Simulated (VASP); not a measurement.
# Mg3CdSe4 (P-43m) in VASP: relaxation of cell and atoms with PBE

Aim: the relaxation of cell and atoms of Mg3CdSe4 with PBE.

Program: VASP 6.6.1. These are calculated values, not measurements. Logs are shortened: lines on timing, memory, paths and dates and some standing lists are left out, and cuts for length are marked.

### Step 1. The cell of the first run

The structure is cubic, space group P-43m (No. 215). The conventional cell has a = 6.047 Å, b = 6.047 Å, c = 6.047 Å, α = 90.00°, β = 90.00°, γ = 90.00°. Mg (site symmetry -42m) has 4 Se at 2.60 Å within 3.4 Å. Cd (site symmetry -43m) has 4 Se at 2.68 Å within 3.5 Å. Within 3.4 Å of Se (site symmetry 3m) lie 3 Mg at 2.60 Å and 1 Cd at 2.68 Å.

The cell was generated, and may not be a known phase.

### Step 2. Relaxation of cell and atoms, PBE

INCAR

```
SYSTEM = Mg3CdSe4
PREC     = Accurate       ! precision mode
ENCUT    = 600            ! plane-wave cutoff, eV
EDIFF    = 1E-7           ! SCF threshold, eV
ISMEAR   = 0              ! smearing method
SIGMA    = 0.02           ! smearing width, eV
LREAL    = .FALSE.        ! projectors in reciprocal space
LASPH    = .TRUE.         ! aspherical terms in the spheres
NELM     = 60             ! most SCF steps
ALGO     = Normal         ! electronic algorithm
ISIF     = 3              ! what is computed and relaxed
LWAVE    = .FALSE.        ! write WAVECAR
LCHARG   = .FALSE.        ! write CHGCAR
GGA      = PE             ! functional
IBRION   = 2              ! ionic algorithm
NSW      = 100            ! ionic steps
EDIFFG   = -0.01          ! ionic threshold
```

KPOINTS

```
Automatic mesh
0
G
  6 6 6
  0 0 0
```

POSCAR

```
Mg3CdSe4
1.0
    6.0474684986      0.0000000000      0.0000000000
    0.0000000000      6.0474684986      0.0000000000
    0.0000000000      0.0000000000      6.0474684986
Mg Cd Se
3 1 4
Direct
    0.0000000000      0.0000000000      0.5000000000
    0.0000000000      0.5000000000      0.0000000000
    0.5000000000      0.0000000000      0.0000000000
    0.5000000000      0.5000000000      0.5000000000
    0.7556933452      0.7556933452      0.2443066548
    0.7556933452      0.2443066548      0.7556933452
    0.2443066548      0.7556933452      0.7556933452
    0.2443066548      0.2443066548      0.2443066548
```

Potentials or basis: VASP PAW PBE potentials, release 64 (Mg, Cd, Se).

Launch:

```console
$ cat potpaw_PBE.64/Mg/POTCAR potpaw_PBE.64/Cd/POTCAR potpaw_PBE.64/Se/POTCAR > POTCAR
$ mpirun -np 1 vasp_std > vasp.out
```

OUTCAR:

```text
SYSTEM = Mg3CdSe4
   PREC = Accurate
   ENCUT = 600
   EDIFF = 1E-7
   ISMEAR = 0
   LREAL = .FALSE.
   LASPH = .TRUE.
   NELM = 60
   ISIF = 3
   GGA = PE
   IBRION = 2
   NSW = 100
   EDIFFG = -0.01

 ion  position               nearest neighbor table
   1  0.000  0.000  0.500-   5 2.60   6 2.60   7 2.60   8 2.60
   2  0.000  0.500  0.000-   5 2.60   6 2.60   7 2.60   8 2.60
   3  0.500  0.000  0.000-   5 2.60   6 2.60   7 2.60   8 2.60
   4  0.500  0.500  0.500-   5 2.68   6 2.68   7 2.68   8 2.68
   5  0.756  0.756  0.244-   1 2.60   2 2.60   3 2.60   4 2.68
   6  0.756  0.244  0.756-   1 2.60   2 2.60   3 2.60   4 2.68
   7  0.244  0.756  0.756-   1 2.60   2 2.60   3 2.60   4 2.68
   8  0.244  0.244  0.244-   1 2.60   2 2.60   3 2.60   4 2.68

  LATTYP: Found a simple cubic cell.
 ALAT       =     6.0474684986

  Lattice vectors:

 A1 = (   6.0474684986,   0.0000000000,   0.0000000000)
 A2 = (   0.0000000000,   6.0474684986,   0.0000000000)
 A3 = (   0.0000000000,   0.0000000000,   6.0474684986)

Analysis of symmetry for initial positions (statically):
=====================================================================
 Subroutine PRICEL returns:
 Original cell was already a primitive cell.

 Routine SETGRP: Setting up the symmetry group for a
 simple cubic supercell.

 Subroutine GETGRP returns: Found 24 space group operations
 (whereof 24 operations were pure point group operations)
 out of a pool of 48 trial point group operations.

The static configuration has the point symmetry T_d .

Analysis of symmetry for dynamics (positions and initial velocities):
=====================================================================
 Subroutine PRICEL returns:
 Original cell was already a primitive cell.

 Routine SETGRP: Setting up the symmetry group for a
 simple cubic supercell.

 Subroutine GETGRP returns: Found 24 space group operations
 (whereof 24 operations were pure point group operations)
 out of a pool of 48 trial point group operations.

The dynamic configuration has the point symmetry T_d .

 Subroutine INISYM returns: Found 24 space group operations
 (whereof 24 operations are pure point group operations),
 and found     1 'primitive' translations

----------------------------------------------------------------------------------------

                                     Primitive cell

  volume of cell :     221.1673

  direct lattice vectors                    reciprocal lattice vectors
     6.047468499  0.000000000  0.000000000     0.165358447  0.000000000  0.000000000
     0.000000000  6.047468499  0.000000000     0.000000000  0.165358447  0.000000000
     0.000000000  0.000000000  6.047468499     0.000000000  0.000000000  0.165358447

  length of vectors
     6.047468499  6.047468499  6.047468499     0.165358447  0.165358447  0.165358447

  position of ions in fractional coordinates (direct lattice)
     0.000000000  0.000000000  0.500000000
     0.000000000  0.500000000  0.000000000
     0.500000000  0.000000000  0.000000000
     0.500000000  0.500000000  0.500000000
     0.755693345  0.755693345  0.244306655
     0.755693345  0.244306655  0.755693345
     0.244306655  0.755693345  0.755693345
     0.244306655  0.244306655  0.244306655

  ion indices of the primitive-cell ions
   primitive index   ion index
                 1           1
                 2           2
                 3           3
                 4           4
                 5           5
                 6           6
                 7           7
                 8           8

----------------------------------------------------------------------------------------

 KPOINTS: Automatic mesh

Automatic generation of k-mesh.
 Grid dimensions read from file:
 generate k-points for:    6    6    6

 Generating k-lattice:

  Cartesian coordinates                     Fractional coordinates (reciprocal lattice)
     0.027559741  0.000000000  0.000000000     0.166666667  0.000000000  0.000000000
     0.000000000  0.027559741  0.000000000     0.000000000  0.166666667  0.000000000
     0.000000000  0.000000000  0.027559741     0.000000000  0.000000000  0.166666667

  Length of vectors
     0.027559741  0.027559741  0.027559741

  Shift w.r.t. Gamma in fractional coordinates (k-lattice)
     0.000000000  0.000000000  0.000000000

 Subroutine IBZKPT returns following result:
 ===========================================

 Found     20 irreducible k-points:

 Following reciprocal coordinates:
            Coordinates               Weight
  0.000000  0.000000  0.000000      1.000000
  0.166667  0.000000  0.000000      6.000000
  0.333333  0.000000  0.000000      6.000000
  0.500000  0.000000  0.000000      3.000000
  0.166667  0.166667  0.000000     12.000000
  0.333333  0.166667  0.000000     24.000000
[... 12 lines left out ...]
  0.500000  0.500000  0.333333      6.000000
  0.500000  0.500000  0.500000      1.000000
   k-points           NKPTS =     20   k-points in BZ     NKDIM =     20   number of bands    NBANDS=     26
   number of dos      NEDOS =    301   number of ions     NIONS =      8
   total plane-waves  NPLWV = 110592
   dimension x,y,z NGX =    48 NGY =   48 NGZ =   48
   dimension x,y,z NGXF=    96 NGYF=   96 NGZF=   96
   ions per type =               3   1   4
   NGX,Y,Z   is equivalent  to a cutoff of  13.20, 13.20, 13.20 a.u.
   NGXF,Y,Z  is equivalent  to a cutoff of  26.39, 26.39, 26.39 a.u.
 SYSTEM =  Mg3CdSe4
   PREC   = accura    normal or accurate (medium, high low for compatibility)
   ISTART =      0    job   : 0-new  1-cont  2-samecut
   ICHARG =      2    charge: 1-file 2-atom 10-const
   ISPIN  =      1    spin polarized calculation?
   LNONCOLLINEAR =      F non collinear calculations
   LSORBIT =      F    spin-orbit coupling
   LASPH  =      T    aspherical Exc in radial PAW
   ENCUT  =  600.0 eV  44.10 Ry    6.64 a.u.  12.08 12.08 12.08*2*pi/ulx,y,z
   NELM   =     60;   NELMIN=  2; NELMDL= -5     # of ELM steps
   EDIFF  = 0.1E-06   stopping-criterion for ELM
   LREAL  =      F    real-space projection
   EDIFFG = -.1E-01   stopping-criterion for IOM
   NSW    =    100    number of steps for IOM
   IBRION =      2    ionic relax: 0-MD 1-quasi-New 2-CG
   NFREE  =      1    steps in history (QN), initial steepest desc. (CG)
   ISIF   =      3    stress and relaxation
   ISYM   =      2    0-nonsym 1-usesym 2-fastsym
   POTIM  = 0.5000    time-step for ionic-motion
   TEBEG  =    0.0;   TEEND  =   0.0 temperature during run
   PSTRESS=    0.0 pullay stress
   NELECT =      42.0000    total number of electrons
   NUPDOWN=      -1.0000    fix difference up-down
   EMIN   =  10.00;   EMAX   =-10.00  energy-range for DOS
   EFERMI =   0.00;   METHOD = LEGACY
   ISMEAR =     0;   SIGMA  =   0.02  broadening in eV -4-tet -1-fermi 0-gaus
   EFERMI_NEDOS =   21; number of points for ismear=-14 and -15
   IALGO  =     38    algorithm
   IMIX   =      4    mixing-type and parameters
     AMIX     =   0.40;   BMIX     =  1.00
     AMIX_MAG =   1.60;   BMIX_MAG =  1.00
  volume/ion in A,a.u.               =      27.65       186.56
  Fermi-wavevector in a.u.,A,eV,Ry     =   0.940988  1.778210 12.047406  0.885459
  Thomas-Fermi vector in A             =   2.068455
   LORBIT       =      0    0 simple, 1 ext, 2 COOP (PROOUT), +10 PAW based schemes
   GGA     = PE    functional components
   LHFCALC =     F    Hartree Fock is set to
   AEXX    =    0.0000 exact exchange contribution
   IVDW    =     0    specifies the selected vdW correction
   LEPSILON=     F    determine dielectric tensor
   LRPA    =     F    only Hartree local field effects (RPA)
 conjugate gradient relaxation of ions
 non-spin polarized calculation
 Gauss-broadening in eV      SIGMA  =   0.02
  energy-cutoff  :      600.00
  volume of cell :      221.17
 maximum number of plane-waves:      7414
   NGX = 25   NGY = 25   NGZ = 25

--------------------------------------- Ionic step        1  -------------------------------------------

 number of electron      42.0000002 magnetization

 Free energy of the ion-electron system (eV)
  ---------------------------------------------------
  ext. energy  EPLUGINS =         0.00000000
  ---------------------------------------------------
  free energy    TOTEN  =       -28.04662539 eV

  energy without entropy =      -28.04662539  energy(sigma->0) =      -28.04662539

------------------------ aborting loop because EDIFF is reached ----------------------------------------

  FORCE on cell =-STRESS in cart. coord.  units (eV):
  Direction    XX          YY          ZZ          XY          YZ          ZX
  --------------------------------------------------------------------------------------
  -------------------------------------------------------------------------------------
  Total       -0.0973365     -0.0973365     -0.0973365      0.0000000     -0.0000000     -0.0000000
  in kB       -0.7051239     -0.7051239     -0.7051239      0.0000000     -0.0000000     -0.0000000
  external PRESSURE =      -0.7051239 kB  Pullay stress =       0.0000000 kB
[... 111 lines left out ...]
  energy  without entropy=      -28.0469441167  energy(sigma->0) =      -28.04694412

--------------------------------------- Ionic step        4  -------------------------------------------

 number of electron      42.0000003 magnetization

 Free energy of the ion-electron system (eV)
  ---------------------------------------------------
  ext. energy  EPLUGINS =         0.00000000
  ---------------------------------------------------
  free energy    TOTEN  =       -28.04703617 eV

  energy without entropy =      -28.04703617  energy(sigma->0) =      -28.04703617

 E-fermi :   0.6179     XC(G=0):  -8.2459

 val. band max:        0.5310894607   @ k =   0.0000   0.0000   0.0000
 cond. band min:       2.4602784189   @ k =   0.0000   0.0000   0.0000
 fundamental gap:      1.9291889582
 Fermi energy:         0.6179193006

 k-point     1 :       0.0000    0.0000    0.0000
  band No.  band energies     occupation
      1     -11.1958      2.00000
      2     -10.5712      2.00000
      3     -10.5712      2.00000
      4     -10.5712      2.00000
      5      -6.5159      2.00000
      6      -6.5159      2.00000
[... 604 lines left out ...]
  FREE ENERGIE OF THE ION-ELECTRON SYSTEM (eV)
  ---------------------------------------------------
  free  energy   TOTEN  =       -28.0470361672 eV

  energy  without entropy=      -28.0470361672  energy(sigma->0) =      -28.04703617

 reached required accuracy - stopping structural energy minimisation
```

Run time: 4.7 min. Hardware: 1 thread of Intel Xeon 8259CL, shared host; peak memory 0.4 GiB.

Results:

```yaml
Free_energy: -28.0470 eV
Relaxed_volume: 27.59 Å³/atom
Relaxed_cell: a = 6.044 Å, b = 6.044 Å, c = 6.044 Å, α = 90.00°, β = 90.00°, γ = 90.00°
Space_group_after_relaxing_to_0.1_Å: P-43m (No. 215)
Energy_gained_by_relaxing: 0.1 meV/atom
Ionic_steps: 4
Pressure_after_relaxing: 0.0 GPa
Largest_force_after_relaxing: 0.005 eV/Å
Band_gap_on_the_k_mesh: 1.93 eV
```

Forces in eV/Å, atoms in the order of the input:
```
Mg   0.000  0.000  0.000
Mg   0.000  0.000  0.000
Mg   0.000  0.000  0.000
Cd   0.000  0.000  0.000
Se   0.003  0.003 -0.003
Se   0.003 -0.003  0.003
Se  -0.003  0.003  0.003
Se  -0.003 -0.003 -0.003
```

Step by step:
```csv
step,energy change (eV),largest force (eV/Å),pressure (GPa),volume (Å³)
1,0.0000,0.0359,-0.07,221.17
2,-0.0003,0.0234,0.01,220.78
3,-0.0003,0.0171,0.05,220.58
4,-0.0004,0.0047,0.01,220.74
```

Final structure:
```xyz
8
Lattice="6.0435 0.0000 0.0000 0.0000 6.0435 0.0000 0.0000 0.0000 6.0435" Properties=species:S:1:pos:R:3 pbc="T T T"
Mg    0.0000    6.0435    3.0218
Mg    0.0000    3.0218    0.0000
Mg    3.0218    6.0435    0.0000
Cd    3.0218    3.0218    3.0218
Se    4.5694    4.5694    1.4741
Se    4.5694    1.4741    4.5694
Se    1.4741    4.5694    4.5694
Se    1.4741    1.4741    1.4741
```
